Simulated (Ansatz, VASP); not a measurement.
**SnPb3Se4: VASP beside Ansatz**

```
Sn Pb Se
1.0
     4.37117    0.00000    0.00000
     0.00000    4.37117    0.00000
     0.00000    0.00000   12.36338
Sn Pb Se
1 3 4
Direct
  0.50000 0.50000 0.00000
  0.00000 0.00000 0.75126
  0.00000 0.00000 0.24874
  0.50000 0.50000 0.50000
  0.00000 0.00000 0.00000
  0.50000 0.50000 0.24605
  0.00000 0.00000 0.50000
  0.50000 0.50000 0.75395
```

Alike in both runs: task single point; functional PBE; k mesh 6 × 6 × 2; occupations gaussian, width 0.2 eV; no spin polarisation.

|  | VASP | Ansatz |
| --- | --- | --- |
| version | VASP 6.6.1 | Ansatz 0.2.0 |
| potentials or method | VASP PAW PBE potentials, release 64 (Sn_d, Pb_d, Se), cutoff 520 eV | scalar-relativistic, plane waves, PAW |
| valence electrons in the cell | 80 | 120 |

|  | VASP | Ansatz | Ansatz less VASP |
| --- | --- | --- | --- |
| gap on the k mesh at the Fermi level (eV) | none | none | - |
| pressure (GPa) | -0.1 | -0.1 | +0.01 |
| traceless stress, the component that is largest in VASP (GPa) | 0.30 | 0.30 | 0.000 |

A gap of «none» marks a metal or a gap that the smearing closes. With one functional, cell and mesh, what is left measures potentials, basis and numerics. VASP's potentials hold 80 valence electrons a cell and Ansatz's 120, so a difference there can come from the potentials and not from the codes.

Neither program's run includes spin-orbit coupling.
